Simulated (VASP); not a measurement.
## LiCl: single point with PBEsol

LiCl:

```
CELL_PARAMETERS angstrom
0.00000 -2.56476 -2.56476
2.56476 0.00000 -2.56476
2.56476 -2.56476 0.00000
ATOMIC_POSITIONS crystal
Li 0.00000 0.00000 0.00000
Cl 0.50000 0.50000 0.50000
```

```yaml
Program: VASP 6.6.1
Task: single point
Functional: PBEsol
Potentials_or_basis: VASP PAW PBE potentials, release 64 (Li_sv, Cl)
Cutoff: 750 eV
k_mesh: 6 × 6 × 6
Occupations: gaussian, width 0.1 eV
Spin: no spin polarisation
Dipole_correction: no
Further_INCAR_settings: ALGO = Normal; EDIFF = 1e-06; NBANDS = 12
```

```json
{"Pressure": "-1.3 GPa", "Band gap on the k mesh": "6.13 eV, direct"}
```

Levels at points of the mesh, in eV from the valence-band top:
```tsv
k point	band 2	band 3	band 4	band 5	band 6	band 7	band 8	band 9
(0.00, 0.00, 0.00)	-13.39	0.00	0.00	0.00	6.13	11.81	11.81	11.81
(0.50, 0.00, 0.00)	-12.81	-2.88	-0.26	-0.26	6.56	9.40	9.40	12.82
(0.50, 0.50, 0.00)	-12.56	-2.96	-1.12	-1.12	7.76	8.09	12.27	13.99
```

Run time: 6.9 s on 1 thread of Intel(R) Xeon(R) Platinum 8259CL CPU @ 2.50GHz (Skylake/Cascade Lake), on a shared host, peak memory 0.17 GiB.

Caveat: the PAW data sets were made with another functional, which shifts forces and pressure a little. A k mesh can miss the band edges.
